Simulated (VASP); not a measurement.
VBiO4, 12 atoms in the cell. It takes space group I4_1/a (No. 88, tetragonal). Conventional cell: a = 5.149 Å, b = 5.149 Å, c = 11.725 Å, α = 90.00°, β = 90.00°, γ = 90.00°. Bi (site symmetry -4) has 8 O at 2.45 to 2.50 Å within 3.2 Å. V (site symmetry -4) has 4 O at 1.73 Å within 2.3 Å. O (site symmetry 1) has 1 V at 1.73 Å within 2.3 Å. 

```yaml
Program: VASP 6.6.1
Task: single point
Functional: PBE
Potentials_or_basis: VASP PAW PBE potentials, release 64 (Bi_d, V_sv, O)
Cutoff: 520 eV
k_mesh: 5 × 5 × 5
Occupations: fermi-dirac, width 0.1 eV
Spin: collinear spin, ferromagnetic start
Starting_moments: "[0.0, 0.0, 2.0, 2.0, 0.0, 0.0, 0.0, 0.0, 0.0, 0.0, 0.0, 0.0] μB"
Hubbard_terms: V d U = 4.79 eV
Dipole_correction: no
Further_INCAR_settings: ALGO = Normal; EDIFF = 1e-07; NBANDS = 68; ISYM = 0
```

Potentials or basis: VASP PAW PBE potentials, release 64 (Bi_d, V_sv, O).

Command:

```console
$ cat potpaw_PBE.64/Bi_d/POTCAR potpaw_PBE.64/V_sv/POTCAR potpaw_PBE.64/O/POTCAR > POTCAR
$ mpirun -np 4 vasp_std > vasp.out
```

Hardware: 4 MPI ranks on AMD EPYC 9R45 96-Core Processor (Zen 5), with other jobs on the host.

Question: Estimate the wall time of this run.

Answer: It took 9.4 min on 4 MPI ranks on AMD EPYC 9R45 96-Core Processor (Zen 5), on a shared host, peak memory 1.1 GiB a rank. Counts: scf iterations 20, k points 63.
